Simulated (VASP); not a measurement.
Cu:

```
Cu
1.0
    -0.00443    1.78843    1.83853
     1.82291   -0.01749    1.85160
     1.78282    1.76140    0.02260
Cu
1
Direct
  0.00000 0.00000 0.00000
```

| Property | Result |
| --- | --- |
| Program | VASP 6.6.1 |
| Task | relaxation of cell and atoms |
| Functional | PBEsol |
| Potentials or basis | VASP PAW PBE potentials, release 64 (Cu) |
| Cutoff | 600 eV |
| k mesh | 13 × 12 × 13 |
| Occupations | fermi-dirac, width 0.05 eV |
| Spin | no spin polarisation |

At the start: pressure -4.7 GPa; volume 11.81 Å³/atom.

How do energy, volume and symmetry change on relaxing?

Over 13 steps the energy falls by 11.3 meV/atom and the volume is 11.36 Å³/atom (-3.8 %); space group Fm-3m (No. 225, to 0.05 Å).

The path:
| step | energy change (eV) | largest force (eV/Å) | pressure (GPa) | volume (Å³) |
| --- | --- | --- | --- | --- |
| 1 | 0.0000 | 0.0000 | -4.74 | 11.81 |
| 2 | -0.0096 | 0.0000 | 2.25 | 11.22 |
| 3 | -0.0102 | 0.0000 | 0.54 | 11.31 |
| 4 | -0.0110 | 0.0000 | 0.88 | 11.34 |
| 5 | -0.0106 | 0.0000 | 0.43 | 11.38 |
| 6 | -0.0111 | 0.0000 | -0.41 | 11.35 |
| 7 | -0.0111 | 0.0000 | 0.19 | 11.35 |
| 8 | -0.0111 | 0.0000 | 0.28 | 11.35 |
| 9 | -0.0112 | 0.0000 | -0.54 | 11.39 |
| 10 | -0.0112 | 0.0000 | -0.33 | 11.38 |
| 11 | -0.0113 | 0.0000 | 0.13 | 11.36 |
| 12 | -0.0113 | 0.0000 | -0.05 | 11.36 |
| 13 | -0.0113 | 0.0000 | -0.02 | 11.36 |

Final structure:
```yaml
crystal:
  lattice:
    - [0.00185, 1.77357, 1.78431]
    - [1.79316, -0.00881, 1.79490]
    - [1.78176, 1.77299, 0.00271]
  atoms:
    - { symbol: Cu, position: [0.00000, 0.00000, 0.00000] }
```

Caveat: the PAW data sets were made with another functional, which shifts forces and pressure a little.
